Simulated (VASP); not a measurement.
# Ag (P6_3/mmc) in VASP: notebook

Runs on Ag. Level: PBEsol. Tasks: relaxation of cell and atoms.

Everything below comes from runs of VASP 6.6.1. Logs are shortened: lines on timing, memory, paths and dates and some standing lists are left out, and cuts for length are marked.

### 1 The cell of the first run

The structure is hexagonal, space group P6_3/mmc (No. 194). The conventional cell has a = 2.930 Å, b = 2.930 Å, c = 4.790 Å, α = 90.00°, β = 90.00°, γ = 120.00°. Ag (site symmetry -6m2) has 12 Ag at 2.93 Å within 3.9 Å.

### 2 Relaxation of cell and atoms, PBEsol, target pressure 5 GPa, at which the enthalpy is minimised

File INCAR:

```
ALGO = Normal
EDIFF = 1E-7
EDIFFG = -0.02
ENCUT = 600
GGA = PS
IBRION = 2
ISIF = 3
ISMEAR = -1
LASPH = True
LCHARG = False
LREAL = False
LWAVE = False
NELM = 60
NSW = 80
PREC = Accurate
PSTRESS = 50.0
SIGMA = 0.05
```

File KPOINTS:

```
k-points
0
Gamma
  10 10 6
```

File POSCAR:

```
Ag
1.0
    2.9300000000      0.0000000000      0.0000000000
   -1.4650000000      2.5374544331      0.0000000000
    0.0000000000      0.0000000000      4.7900000000
Ag
2
Direct
    0.6666666667      0.3333333333      0.7500000000
    0.3333333333      0.6666666667      0.2500000000
```

Potentials or basis: VASP PAW PBE potentials, release 64 (Ag).

Command:

```
> cat potpaw_PBE.64/Ag/POTCAR > POTCAR
> mpirun -np 1 vasp_std > vasp.out
```

OUTCAR:

```text
EDIFF = 1E-7
   EDIFFG = -0.02
   ENCUT = 600
   GGA = PS
   IBRION = 2
   ISIF = 3
   ISMEAR = -1
   LASPH = True
   LREAL = False
   NELM = 60
   NSW = 80
   PREC = Accurate
   PSTRESS = 50.0

 ion  position               nearest neighbor table
   1  0.667  0.333  0.750-   2 2.93   2 2.93   2 2.93   2 2.93   2 2.93   2 2.93
   2  0.333  0.667  0.250-   1 2.93   1 2.93   1 2.93   1 2.93   1 2.93   1 2.93

  LATTYP: Found a hexagonal cell.
 ALAT       =     2.9300000000
 C/A-ratio  =     1.6348122867

  Lattice vectors:

 A1 = (   2.9300000000,   0.0000000000,   0.0000000000)
 A2 = (  -1.4650000000,   2.5374544331,   0.0000000000)
 A3 = (   0.0000000000,   0.0000000000,   4.7900000000)

Analysis of symmetry for initial positions (statically):
=====================================================================
 Subroutine PRICEL returns:
 Original cell was already a primitive cell.

 Routine SETGRP: Setting up the symmetry group for a
 hexagonal supercell.

 Subroutine GETGRP returns: Found 24 space group operations
 (whereof 12 operations were pure point group operations)
 out of a pool of 24 trial point group operations.

The static configuration has the point symmetry D_3d.
 The point group associated with its full space group is D_6h.

Analysis of symmetry for dynamics (positions and initial velocities):
=====================================================================
 Subroutine PRICEL returns:
 Original cell was already a primitive cell.

 Routine SETGRP: Setting up the symmetry group for a
 hexagonal supercell.

 Subroutine GETGRP returns: Found 24 space group operations
 (whereof 12 operations were pure point group operations)
 out of a pool of 24 trial point group operations.

The dynamic configuration has the point symmetry D_3d.
 The point group associated with its full space group is D_6h.

 Subroutine INISYM returns: Found 24 space group operations
 (whereof 12 operations are pure point group operations),
 and found     1 'primitive' translations

----------------------------------------------------------------------------------------

                                     Primitive cell

  volume of cell :      35.6124

  direct lattice vectors                    reciprocal lattice vectors
     2.930000000  0.000000000  0.000000000     0.341296928  0.197047873  0.000000000
    -1.465000000  2.537454433  0.000000000     0.000000000  0.394095747  0.000000000
     0.000000000  0.000000000  4.790000000     0.000000000  0.000000000  0.208768267

  length of vectors
     2.930000000  2.930000000  4.790000000     0.394095747  0.394095747  0.208768267

  position of ions in fractional coordinates (direct lattice)
     0.666666667  0.333333333  0.750000000
     0.333333333  0.666666667  0.250000000

  ion indices of the primitive-cell ions
   primitive index   ion index
                 1           1
                 2           2

----------------------------------------------------------------------------------------

 KPOINTS: k-points

Automatic generation of k-mesh.
 Grid dimensions read from file:
 generate k-points for:   10   10    6

 Generating k-lattice:

  Cartesian coordinates                     Fractional coordinates (reciprocal lattice)
     0.034129693  0.019704787  0.000000000     0.100000000  0.000000000  0.000000000
     0.000000000  0.039409575  0.000000000     0.000000000  0.100000000  0.000000000
     0.000000000  0.000000000  0.034794711     0.000000000  0.000000000  0.166666667

  Length of vectors
     0.039409575  0.039409575  0.034794711

  Shift w.r.t. Gamma in fractional coordinates (k-lattice)
     0.000000000  0.000000000  0.000000000

 Subroutine IBZKPT returns following result:
 ===========================================

 Found     56 irreducible k-points:

 Following reciprocal coordinates:
            Coordinates               Weight
  0.000000  0.000000  0.000000      1.000000
  0.100000  0.000000  0.000000      6.000000
  0.200000  0.000000  0.000000      6.000000
  0.300000  0.000000  0.000000      6.000000
  0.400000  0.000000  0.000000      6.000000
  0.500000  0.000000  0.000000      3.000000
[... 16 lines left out ...]
  0.300000  0.100000  0.166667     24.000000
  0.400000  0.100000  0.166667     24.000000
 [... further k-points ...]
   k-points           NKPTS =     56   k-points in BZ     NKDIM =     56   number of bands    NBANDS=     15
   number of dos      NEDOS =    301   number of ions     NIONS =      2
   total plane-waves  NPLWV =  23040
   dimension x,y,z NGX =    24 NGY =   24 NGZ =   40
   dimension x,y,z NGXF=    48 NGYF=   48 NGZF=   80
   ions per type =               2
   NGX,Y,Z   is equivalent  to a cutoff of  13.62, 13.62, 13.88 a.u.
   NGXF,Y,Z  is equivalent  to a cutoff of  27.23, 27.23, 27.77 a.u.
 SYSTEM =  unknown system
   PREC   = accura    normal or accurate (medium, high low for compatibility)
   ISTART =      0    job   : 0-new  1-cont  2-samecut
   ICHARG =      2    charge: 1-file 2-atom 10-const
   ISPIN  =      1    spin polarized calculation?
   LNONCOLLINEAR =      F non collinear calculations
   LSORBIT =      F    spin-orbit coupling
   LASPH  =      T    aspherical Exc in radial PAW
   ENCUT  =  600.0 eV  44.10 Ry    6.64 a.u.   5.85  5.85  9.57*2*pi/ulx,y,z
   NELM   =     60;   NELMIN=  2; NELMDL= -5     # of ELM steps
   EDIFF  = 0.1E-06   stopping-criterion for ELM
   LREAL  =      F    real-space projection
   EDIFFG = -.2E-01   stopping-criterion for IOM
   NSW    =     80    number of steps for IOM
   IBRION =      2    ionic relax: 0-MD 1-quasi-New 2-CG
   NFREE  =      1    steps in history (QN), initial steepest desc. (CG)
   ISIF   =      3    stress and relaxation
   ISYM   =      2    0-nonsym 1-usesym 2-fastsym
   POTIM  = 0.5000    time-step for ionic-motion
   TEBEG  =    0.0;   TEEND  =   0.0 temperature during run
   PSTRESS=   50.0 pullay stress
   NELECT =      22.0000    total number of electrons
   NUPDOWN=      -1.0000    fix difference up-down
   EMIN   =  10.00;   EMAX   =-10.00  energy-range for DOS
   EFERMI =   0.00;   METHOD = LEGACY
   ISMEAR =    -1;   SIGMA  =   0.05  broadening in eV -4-tet -1-fermi 0-gaus
   EFERMI_NEDOS =   21; number of points for ismear=-14 and -15
   IALGO  =     38    algorithm
   IMIX   =      4    mixing-type and parameters
     AMIX     =   0.40;   BMIX     =  1.00
     AMIX_MAG =   1.60;   BMIX_MAG =  1.00
  volume/ion in A,a.u.               =      17.81       120.16
  Fermi-wavevector in a.u.,A,eV,Ry     =   1.394275  2.634799 26.449782  1.944004
  Thomas-Fermi vector in A             =   2.517840
   LORBIT       =      0    0 simple, 1 ext, 2 COOP (PROOUT), +10 PAW based schemes
   GGA     = PS    functional components
   LHFCALC =     F    Hartree Fock is set to
   AEXX    =    0.0000 exact exchange contribution
   IVDW    =     0    specifies the selected vdW correction
   LEPSILON=     F    determine dielectric tensor
   LRPA    =     F    only Hartree local field effects (RPA)
 conjugate gradient relaxation of ions
 non-spin polarized calculation
  energy-cutoff  :      600.00
  volume of cell :       35.61
 maximum number of plane-waves:      1204
 NGX is ok and might be reduce to    24
   NGX = 11   NGY = 11   NGZ = 19

--------------------------------------- Ionic step        1  -------------------------------------------

 number of electron      22.0000005 magnetization

 Free energy of the ion-electron system (eV)
  ---------------------------------------------------
  ext. energy  EPLUGINS =         0.00000000
  ---------------------------------------------------
  free energy    TOTEN  =        -6.55099035 eV

  energy without entropy =       -6.54544250  energy(sigma->0) =       -6.54821643

------------------------ aborting loop because EDIFF is reached ----------------------------------------

  FORCE on cell =-STRESS in cart. coord.  units (eV):
  Direction    XX          YY          ZZ          XY          YZ          ZX
  --------------------------------------------------------------------------------------
  -------------------------------------------------------------------------------------
  Total       -1.3491235     -1.3491235     -1.4857798      0.0000000     -0.0000000      0.0000000
  in kB      -60.6961156    -60.6961156    -66.8441881      0.0000000     -0.0000000      0.0000000
  external PRESSURE =    -112.7454731 kB  Pullay stress =      50.0000000 kB
[... 23 lines left out ...]
  enthalpy is  TOTEN    =        -5.4396148790 eV   P V=        1.1113754722

--------------------------------------- Ionic step        2  -------------------------------------------

 number of electron      22.0000001 magnetization

 E-fermi :  10.3567     XC(G=0): -13.2892

 val. band max:       10.3551962277   @ k =   0.5000   0.0000   0.1667
 cond. band min:      10.4050808986   @ k =   0.4000   0.1000   0.3333
 fundamental gap:      0.0498846709
 Fermi energy:        10.3566773864

 k-point     1 :       0.0000    0.0000    0.0000
  band No.  band energies     occupation
      1       1.4391      2.00000
      2       3.0000      2.00000
      3       5.0475      2.00000
      4       5.1516      2.00000
      5       5.1516      2.00000
      6       5.4704      2.00000
      7       5.4704      2.00000
      8       5.9071      2.00000
      9       5.9071      2.00000
     10       7.2286      2.00000
     11       7.2286      2.00000
     12       9.5431      2.00000
     13      14.8859      0.00000
     14      26.3167      0.00000
     15      28.4790      0.00000
[... 601 lines left out ...]
  enthalpy is  TOTEN    =        -5.5756429347 eV   P V=        1.0041091761

--------------------------------------- Ionic step        7  -------------------------------------------

 number of electron      22.0000001 magnetization

 Free energy of the ion-electron system (eV)
  ---------------------------------------------------
  ext. energy  EPLUGINS =         0.00000000
  ---------------------------------------------------
  free energy    TOTEN  =        -6.57859795 eV

  energy without entropy =       -6.57248748  energy(sigma->0) =       -6.57554271

 E-fermi :   9.0553     XC(G=0): -12.7675

 val. band max:        8.9156901768   @ k =   0.3000   0.0000   0.3333
 cond. band min:       9.0900000946   @ k =   0.5000   0.0000   0.1667
 fundamental gap:      0.1743099178
 Fermi energy:         9.0552808995

 k-point     1 :       0.0000    0.0000    0.0000
  band No.  band energies     occupation
      1       0.8029      2.00000
      2       2.3045      2.00000
      3       4.1051      2.00000
      4       4.1902      2.00000
      5       4.1902      2.00000
      6       4.4645      2.00000
      7       4.4645      2.00000
      8       4.8326      2.00000
      9       4.8326      2.00000
     10       5.9842      2.00000
     11       5.9842      2.00000
     12       8.4906      1.99998
     13      13.0618      0.00000
     14      24.8172      0.00000
     15      26.9318      0.00000
[... 443 lines left out ...]
  FREE ENERGIE OF THE ION-ELECTRON SYSTEM (eV)
  ---------------------------------------------------
  free  energy   TOTEN  =        -6.5785979501 eV

  energy  without entropy=       -6.5724874779  energy(sigma->0) =       -6.57554271

  enthalpy is  TOTEN    =        -5.5756605968 eV   P V=        1.0029373534

 reached required accuracy - stopping structural energy minimisation
```

Run time: 73 s. Hardware: 1 thread of AMD EPYC 9R45 (Zen 5), shared host; peak memory 0.15 GiB.

What came out:

| Property | Result |
| --- | --- |
| Free energy | -6.5786 eV |
| Relaxed volume | 16.07 Å³/atom |
| Relaxed cell | a = 2.837 Å, b = 2.837 Å, c = 4.612 Å, α = 90.00°, β = 90.00°, γ = 120.00° |
| Space group after relaxing (to 0.05 Å) | P6_3/mmc (No. 194) |
| Energy change on relaxing (the enthalpy is what falls) | -13.8 meV/atom |
| Ionic steps | 7 |
| Pressure after relaxing | 5.1 GPa |
| Band gap on the k mesh | zero (band 11 reaches 12.32 eV, above the bottom of band 12 at 5.63 eV) |

The path:
| step | energy change (eV) | largest force (eV/Å) | pressure (GPa) | volume (Å³) |
| --- | --- | --- | --- | --- |
| 1 | 0.0000 | 0.0000 | -6.27 | 35.61 |
| 2 | 0.1677 | 0.0000 | 20.31 | 29.54 |
| 3 | -0.0291 | 0.0000 | 4.82 | 32.19 |
| 4 | -0.0270 | 0.0000 | 5.11 | 32.12 |
| 5 | -0.0286 | 0.0000 | 4.89 | 32.17 |
| 6 | -0.0288 | 0.0000 | 4.88 | 32.18 |
| 7 | -0.0276 | 0.0000 | 5.05 | 32.14 |

Final structure:
```xyz
2
Lattice="2.8365 0.0000 0.0000 -1.4183 2.4565 0.0000 0.0000 0.0000 4.6122" Properties=species:S:1:pos:R:3 pbc="T T T"
Ag    1.4183    0.8188    3.4591
Ag    0.0000    1.6377    1.1530
```

Levels at points of the mesh, in eV from the Fermi level:
| k point | band 9 | band 10 | band 11 | band 12 | band 13 | band 14 |
| --- | --- | --- | --- | --- | --- | --- |
| (0.00, 0.00, 0.00) | -4.22 | -3.07 | -3.07 | -0.56 | 4.01 | 15.76 |
| (0.50, 0.00, 0.00) | -2.85 | -2.77 | 0.08 | 1.69 | 7.18 | 7.43 |
| (0.00, 0.00, 0.50) | -3.42 | -3.42 | -3.42 | -3.42 | 11.70 | 11.70 |
| (0.50, 0.00, 0.50) | -2.83 | -2.83 | 0.66 | 0.66 | 4.95 | 4.95 |

Caveat: the cell is relaxed towards a set pressure, so the enthalpy falls and the energy may rise; the PAW data sets were made with another functional, which shifts forces and pressure a little.

[end of part 1 of 2]
